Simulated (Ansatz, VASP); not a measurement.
## Two plane-wave programs on Al

```xyz
1
Lattice="-1.5605 1.5605 1.5605 1.5605 -1.5605 1.5605 1.5605 1.5605 -1.5605" Properties=species:S:1:pos:R:3 pbc="T T T"
Al    0.0000    0.0000    0.0000
```

Alike in both runs: task single point; functional RPBE; k mesh 15 × 15 × 15; occupations fermi-dirac, width 0.1 eV; no spin polarisation.

```csv
,VASP,Ansatz
version,VASP 6.6.1,Ansatz 0.2.0
potentials or method,"VASP PAW PBE potentials, release 64 (Al), cutoff 520 eV","plane waves (420 eV) with PAW, scalar-relativistic"
valence electrons in the cell,3,3
```

```tsv
	VASP	Ansatz	Ansatz less VASP
pressure (GPa)	10.9	11.1	+0.23
```

VASP's potentials were made for PBE, not for RPBE. With one functional, cell and mesh, what is left measures potentials, basis and numerics.
